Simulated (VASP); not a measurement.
# ZnS in VASP: notebook

Runs on ZnS. Level: PBE. Tasks: single point.

Program: VASP 6.6.1. These are calculated values, not measurements. Logs are shortened: lines on timing, memory, paths and dates and some standing lists are left out, and cuts for length are marked.

## 1. The cell of the first run

The typed cell holds 6 atoms: a = 3.825 Å, b = 3.825 Å, c = 9.626 Å, α = 78.54°, β = 78.54°, γ = 60.00°.

## 2. Single point, PBE (the part above a cut slid along it)

File INCAR:

```
SYSTEM = ZnS
ALGO = Normal
EDIFF = 1E-6
ENCUT = 520
GGA = PE
ISIF = 2
ISMEAR = 0
LASPH = .TRUE.
LCHARG = .FALSE.
LREAL = .FALSE.
LWAVE = .FALSE.
NBANDS = 36
NELM = 100
PREC = Accurate
SIGMA = 0.05
```

File KPOINTS:

```
k-points
0
G
  8 8 3
  0 0 0
```

File POSCAR:

```
ZnS
1.0
    2.7046500000     -2.7046500000      0.0000000000
    2.7046500000      0.0000000000     -2.7046500000
    7.2122196900      4.5078401550      4.5078401550
Zn S
3 3
Direct
    0.6249930567      0.6249930567      0.1250333333
   -0.2638736100     -0.2638736100      0.7917000000
    0.1805597233      0.1805597233      0.4583666667
    0.3750180567      0.3750180567      0.8750333333
    0.8194513900      0.8194513900      0.5417000000
    0.2638847233      0.2638847233      0.2083666667
```

Potentials or basis: VASP PAW PBE potentials, release 64 (Zn, S).

The run is started by

```sh
cat potpaw_PBE.64/Zn/POTCAR potpaw_PBE.64/S/POTCAR > POTCAR
mpirun -np 1 vasp_std > vasp.out
```

OUTCAR:

```text
SYSTEM = ZnS
   EDIFF = 1E-6
   ENCUT = 520
   GGA = PE
   ISIF = 2
   ISMEAR = 0
   LASPH = .TRUE.
   LREAL = .FALSE.
   NELM = 100
   PREC = Accurate

 ion  position               nearest neighbor table
   1  0.625  0.625  0.125-   6 2.34   6 2.34   6 2.34
   2  0.736  0.736  0.792-   4 2.34   4 2.34   4 2.34   5 2.34
   3  0.181  0.181  0.458-   5 2.34   5 2.34   5 2.34   6 2.34
   4  0.375  0.375  0.875-   2 2.34   2 2.34   2 2.34
   5  0.819  0.819  0.542-   3 2.34   3 2.34   3 2.34   2 2.34
   6  0.264  0.264  0.208-   3 2.34   1 2.34   1 2.34   1 2.34

  LATTYP: Found a base centered monoclinic cell.
 ALAT       =     6.6250124328
 B/A-ratio  =     0.5773502692
 C/A-ratio  =     1.4529586677
 COS(beta)  =    -0.2293939996

  Lattice vectors:

 A1 = (  -2.7046500000,   2.7046500000,   0.0000000000)
 A2 = (  -2.7046500000,   0.0000000000,   2.7046500000)
 A3 = (   7.2122196900,   4.5078401550,   4.5078401550)

Analysis of symmetry for initial positions (statically):
=====================================================================
 Subroutine PRICEL returns:
 Original cell was already a primitive cell.

 Routine SETGRP: Setting up the symmetry group for a
 base centered monoclinic supercell.

 Subroutine GETGRP returns: Found  2 space group operations
 (whereof  2 operations were pure point group operations)
 out of a pool of  4 trial point group operations.

The static configuration has the point symmetry C_1h.

Analysis of symmetry for dynamics (positions and initial velocities):
=====================================================================
 Subroutine PRICEL returns:
 Original cell was already a primitive cell.

 Routine SETGRP: Setting up the symmetry group for a
 base centered monoclinic supercell.

 Subroutine GETGRP returns: Found  2 space group operations
 (whereof  2 operations were pure point group operations)
 out of a pool of  4 trial point group operations.

The dynamic configuration has the point symmetry C_1h.

 Subroutine INISYM returns: Found  2 space group operations
 (whereof  2 operations are pure point group operations),
 and found     1 'primitive' translations

----------------------------------------------------------------------------------------

                                     Primitive cell

  volume of cell :     118.7092

  direct lattice vectors                    reciprocal lattice vectors
     2.704650000 -2.704650000  0.000000000     0.102705834 -0.267027773  0.102705834
     2.704650000  0.000000000 -2.704650000     0.102705834  0.102705834 -0.267027773
     7.212219690  4.507840155  4.507840155     0.061622268  0.061622268  0.061622268

  length of vectors
     3.824952711  3.824952711  9.625869238     0.303975012  0.303975012  0.106732899

  position of ions in fractional coordinates (direct lattice)
     0.624993057  0.624993057  0.125033333
     0.736126390  0.736126390  0.791700000
     0.180559723  0.180559723  0.458366667
     0.375018057  0.375018057  0.875033333
     0.819451390  0.819451390  0.541700000
     0.263884723  0.263884723  0.208366667

  ion indices of the primitive-cell ions
   primitive index   ion index
                 1           1
                 2           2
                 3           3
                 4           4
                 5           5
                 6           6

----------------------------------------------------------------------------------------

 KPOINTS: k-points

Automatic generation of k-mesh.
 Grid dimensions read from file:
 generate k-points for:    8    8    3

 Generating k-lattice:

  Cartesian coordinates                     Fractional coordinates (reciprocal lattice)
     0.012838229 -0.033378472  0.012838229     0.125000000  0.000000000  0.000000000
     0.012838229  0.012838229 -0.033378472     0.000000000  0.125000000  0.000000000
     0.020540756  0.020540756  0.020540756     0.000000000  0.000000000  0.333333333

  Length of vectors
     0.037996877  0.037996877  0.035577633

  Shift w.r.t. Gamma in fractional coordinates (k-lattice)
     0.000000000  0.000000000  0.000000000

 -----------------------------------------------------------------------------
|                                                                             |
|           W    W    AA    RRRRR   N    N  II  N    N   GGGG   !!!           |
|           W    W   A  A   R    R  NN   N  II  NN   N  G    G  !!!           |
|           W    W  A    A  R    R  N N  N  II  N N  N  G       !!!           |
|           W WW W  AAAAAA  RRRRR   N  N N  II  N  N N  G  GGG   !            |
|           WW  WW  A    A  R   R   N   NN  II  N   NN  G    G                |
|           W    W  A    A  R    R  N    N  II  N    N   GGGG   !!!           |
|                                                                             |
|     Your reciprocal lattice and k-lattice belong to different lattice       |
|     classes:                                                                |
|                                                                             |
|        The reciprocal lattice is rhombohedral (trigonal),                   |
|        whereas your k-lattice is base-centered monoclinic.                  |
|                                                                             |
|     Results are often still useful ...                                      |
|                                                                             |
 -----------------------------------------------------------------------------

 WARNING: IBZKPT: internal override: KBLOWUP is changed to .FALSE.
      ... skipping the blow-up phase ...

 Subroutine IBZKPT returns following result:
 ===========================================

 Found     57 irreducible k-points:

 Following reciprocal coordinates:
            Coordinates               Weight
  0.000000  0.000000  0.000000      1.000000
  0.125000  0.000000  0.000000      4.000000
  0.250000  0.000000  0.000000      4.000000
  0.375000  0.000000  0.000000      4.000000
  0.500000  0.000000  0.000000      2.000000
  0.125000  0.125000  0.000000      2.000000
[... 16 lines left out ...]
  0.125000  0.000000  0.333333      4.000000
  0.250000  0.000000  0.333333      4.000000
 [... further k-points ...]
   k-points           NKPTS =     57   k-points in BZ     NKDIM =     57   number of bands    NBANDS=     36
   number of dos      NEDOS =    301   number of ions     NIONS =      6
   total plane-waves  NPLWV =  56448
   dimension x,y,z NGX =    28 NGY =   28 NGZ =   72
   dimension x,y,z NGXF=    56 NGYF=   56 NGZF=  144
   ions per type =               3   3
   NGX,Y,Z   is equivalent  to a cutoff of  12.17, 12.17, 12.43 a.u.
   NGXF,Y,Z  is equivalent  to a cutoff of  24.34, 24.34, 24.87 a.u.
 SYSTEM =  ZnS
   PREC   = accura    normal or accurate (medium, high low for compatibility)
   ISTART =      0    job   : 0-new  1-cont  2-samecut
   ICHARG =      2    charge: 1-file 2-atom 10-const
   ISPIN  =      1    spin polarized calculation?
   LNONCOLLINEAR =      F non collinear calculations
   LSORBIT =      F    spin-orbit coupling
   LASPH  =      T    aspherical Exc in radial PAW
   ENCUT  =  520.0 eV  38.22 Ry    6.18 a.u.   7.11  7.11 17.90*2*pi/ulx,y,z
   NELM   =    100;   NELMIN=  2; NELMDL= -5     # of ELM steps
   EDIFF  = 0.1E-05   stopping-criterion for ELM
   LREAL  =      F    real-space projection
   EDIFFG = 0.1E-04   stopping-criterion for IOM
   NSW    =      0    number of steps for IOM
   IBRION =     -1    ionic relax: 0-MD 1-quasi-New 2-CG
   NFREE  =      0    steps in history (QN), initial steepest desc. (CG)
   ISIF   =      2    stress and relaxation
   ISYM   =      2    0-nonsym 1-usesym 2-fastsym
   POTIM  = 0.5000    time-step for ionic-motion
   TEBEG  =    0.0;   TEEND  =   0.0 temperature during run
   PSTRESS=    0.0 pullay stress
   NELECT =      54.0000    total number of electrons
   NUPDOWN=      -1.0000    fix difference up-down
   EMIN   =  10.00;   EMAX   =-10.00  energy-range for DOS
   EFERMI =   0.00;   METHOD = LEGACY
   ISMEAR =     0;   SIGMA  =   0.05  broadening in eV -4-tet -1-fermi 0-gaus
   EFERMI_NEDOS =   21; number of points for ismear=-14 and -15
   IALGO  =     38    algorithm
   IMIX   =      4    mixing-type and parameters
     AMIX     =   0.40;   BMIX     =  1.00
     AMIX_MAG =   1.60;   BMIX_MAG =  1.00
  volume/ion in A,a.u.               =      19.78       133.51
  Fermi-wavevector in a.u.,A,eV,Ry     =   1.259055  2.379268 21.568210  1.585219
  Thomas-Fermi vector in A             =   2.392634
   LORBIT       =      0    0 simple, 1 ext, 2 COOP (PROOUT), +10 PAW based schemes
   GGA     = PE    functional components
   LHFCALC =     F    Hartree Fock is set to
   AEXX    =    0.0000 exact exchange contribution
   IVDW    =     0    specifies the selected vdW correction
   LEPSILON=     F    determine dielectric tensor
   LRPA    =     F    only Hartree local field effects (RPA)
 non-spin polarized calculation
 Gauss-broadening in eV      SIGMA  =   0.05
  energy-cutoff  :      520.00
  volume of cell :      118.71
 maximum number of plane-waves:      3222
   NGX = 15   NGY = 15   NGZ = 35

 number of electron      54.0000003 magnetization

 Free energy of the ion-electron system (eV)
  ---------------------------------------------------
  ext. energy  EPLUGINS =         0.00000000
  ---------------------------------------------------
  free energy    TOTEN  =       -19.51822466 eV

  energy without entropy =      -19.51822466  energy(sigma->0) =      -19.51822466

 E-fermi :   2.7287     XC(G=0):  -9.6583

 val. band max:        2.5088492931   @ k =   0.0000   0.0000   0.0000
 cond. band min:       3.4089054094   @ k =   0.0000   0.0000   0.0000
 fundamental gap:      0.9000561163
 Fermi energy:         2.7287364619

 k-point     1 :       0.0000    0.0000    0.0000
  band No.  band energies     occupation
      1     -11.1814      2.00000
      2     -10.3934      2.00000
      3      -9.8823      2.00000
      4      -4.7313      2.00000
      5      -4.7313      2.00000
      6      -4.5951      2.00000
[... 28 lines left out ...]
     35       9.0572      0.00000
     36       9.0572      0.00000
[... 866 lines left out ...]
      6      -4.5306      2.00000
[... 28 lines left out ...]
     35       9.4299      0.00000
     36       9.7326      0.00000

 [... further k-points ...]
[... 5 lines left out ...]
  --------------------------------------------------------------------------------------
  -------------------------------------------------------------------------------------
  Total        0.9938108      0.9927999      0.9927999      1.2304095      1.2299634      1.2304094
  in kB       13.4131204     13.3994761     13.3994761     16.6064109     16.6003905     16.6064100
  external PRESSURE =      13.4040242 kB  Pullay stress =       0.0000000 kB

 VOLUME and BASIS-vectors are now :
 -----------------------------------------------------------------------------
  energy-cutoff  :      520.00
  volume of cell :      118.71
      direct lattice vectors                 reciprocal lattice vectors
     2.704650000 -2.704650000  0.000000000     0.102705834 -0.267027773  0.102705834
     2.704650000  0.000000000 -2.704650000     0.102705834  0.102705834 -0.267027773
     7.212219690  4.507840155  4.507840155     0.061622268  0.061622268  0.061622268

 POSITION                                       TOTAL-FORCE (eV/Angst)
 -----------------------------------------------------------------------------------
      4.28254     -1.12676     -1.12676         0.051382      0.051162      0.051162
      9.69184      1.57789      1.57789        -0.051888     -0.051284     -0.051284
      4.28254      1.57789      1.57789         0.161121      0.161958      0.161958
      8.33952      2.93022      2.93022        -0.123037     -0.123856     -0.123856
      8.33952      0.22557      0.22557        -0.148028     -0.148526     -0.148526
      2.93022      0.22557      0.22557         0.110450      0.110547      0.110547
 -----------------------------------------------------------------------------------
    total drift:                               -0.000798      0.000793      0.000793

  FREE ENERGIE OF THE ION-ELECTRON SYSTEM (eV)
  ---------------------------------------------------
  free  energy   TOTEN  =       -19.5182246594 eV

  energy  without entropy=      -19.5182246594  energy(sigma->0) =      -19.51822466
```

It took 3.3 min on 1 thread of AMD EPYC 7R13 (Zen 3), shared host; peak memory 0.31 GiB.

What came out:

| Item | Value |
| --- | --- |
| Free energy | -19.5182 eV |
| Pressure | 1.3 GPa |
| Largest force | 0.280 eV/Å |
| Band gap on the k mesh | 0.90 eV |

Forces on the atoms (eV/Å):
```
Zn   0.051  0.051  0.051
Zn  -0.052 -0.051 -0.051
Zn   0.161  0.162  0.162
S   -0.123 -0.124 -0.124
S   -0.148 -0.149 -0.149
S    0.110  0.111  0.111
```

Stress tensor (GPa, compression positive):
```
1.34 1.66 1.66
1.66 1.34 1.66
1.66 1.66 1.34
```

Levels at points of the mesh, in eV from the valence-band top:
```tsv
k point	band 25	band 26	band 27	band 28	band 29	band 30
(0.00, 0.00, 0.00)	-0.33	-0.33	0.00	0.90	2.82	3.31
(0.50, 0.00, 0.00)	-1.97	-1.17	-1.09	1.63	3.06	3.84
(0.50, 0.50, 0.00)	-1.77	-1.38	-0.46	1.99	3.21	3.69
```

Caveat: the cell differs from its parent crystal (the part above a cut slid along it).

## 3. Single point, PBE (the part above a cut slid along it)

File INCAR:

```
SYSTEM = ZnS
ALGO = Normal
EDIFF = 1E-7
ENCUT = 520
GGA = PE
ISIF = 2
ISMEAR = 0
LASPH = .TRUE.
LCHARG = .TRUE.
LELF = .TRUE.
LREAL = .FALSE.
LVHAR = .TRUE.
LWAVE = .FALSE.
NBANDS = 36
NELM = 80
PREC = Accurate
SIGMA = 0.05
```

KPOINTS is that of step 2.

File POSCAR:

```
ZnS
1.0
    2.7046500000     -2.7046500000      0.0000000000
    2.7046500000      0.0000000000     -2.7046500000
    9.0156803100      3.6061098450      3.6061098450
Zn S
3 3
Direct
    0.5833069433      0.5833069433      0.1250333333
   -0.5278263900     -0.5278263900      0.7917000000
    0.0277402767      0.0277402767      0.4583666667
    0.0832819433      0.0832819433      0.8750333333
    0.6388486100      0.6388486100      0.5417000000
    0.1944152767      0.1944152767      0.2083666667
```

Potentials or basis: VASP PAW PBE potentials, release 64 (Zn, S).

The run is started by

```sh
cat potpaw_PBE.64/Zn/POTCAR potpaw_PBE.64/S/POTCAR > POTCAR
mpirun -np 1 vasp_std > vasp.out
```

It took 3.3 min on 1 thread of AMD EPYC 7R13 (Zen 3), shared host; peak memory 0.32 GiB.

Results (log left out):

- Free energy: -19.8638 eV
- Pressure: 0.4 GPa
- Largest force: 0.446 eV/Å
- Band gap on the k mesh: 1.60 eV

Forces in eV/Å, atoms in the order of the input:
```
Zn   0.001  0.001  0.001
Zn   0.011  0.011  0.011
Zn   0.162  0.162  0.162
S    0.258  0.258  0.258
S   -0.179 -0.179 -0.179
S   -0.253 -0.253 -0.253
```

Stress tensor (GPa, compression positive):
```
0.39 0.54 0.54
0.54 0.38 0.54
0.54 0.54 0.38
```

Levels at points of the mesh, in eV from the valence-band top:
```tsv
k point	band 24	band 25	band 26	band 27	band 28	band 29	band 30	band 31
(0.00, 0.00, 0.00)	-0.54	-0.05	-0.05	0.00	1.60	3.10	3.47	6.19
(0.50, 0.00, 0.00)	-1.79	-1.51	-1.12	-0.91	1.83	3.69	4.25	4.76
(0.50, 0.50, 0.00)	-1.79	-1.51	-1.12	-0.91	1.83	3.69	4.25	4.76
```

Caveat: the cell differs from its parent crystal (the part above a cut slid along it).
